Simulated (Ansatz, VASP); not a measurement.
## One calculation of KCl, two programs

```
K Cl
1.0
     0.00000    3.17700    3.17700
     3.17700    0.00000    3.17700
     3.17700    3.17700    0.00000
K Cl
1 1
Direct
  0.00000 0.00000 0.00000
  0.50000 0.50000 0.50000
```

Change from the starting cell: volume scaled by 1.02, crystal datasets.

Alike in both runs: task electric field gradients; functional PBEsol; k mesh 7 × 7 × 7; occupations fermi-dirac, width 0.03 eV; no spin polarisation.

|  | VASP | Ansatz |
| --- | --- | --- |
| version | VASP 6.6.1 | Ansatz 0.2.0 |
| potentials or method | VASP PAW PBE potentials, release 64 (K_sv, Cl), cutoff 520 eV | all-electron PAW with datasets made for the crystal, scalar-relativistic |

```tsv
	VASP	Ansatz	Ansatz less VASP
gap on the k mesh at the Fermi level (eV)	4.93	4.94	+0.004
pressure (GPa)	-0.8	-0.9	-0.03
```

VASP's potentials were made for PBE, not for PBEsol. Ansatz ran all-electron here, and VASP with PAW potentials.
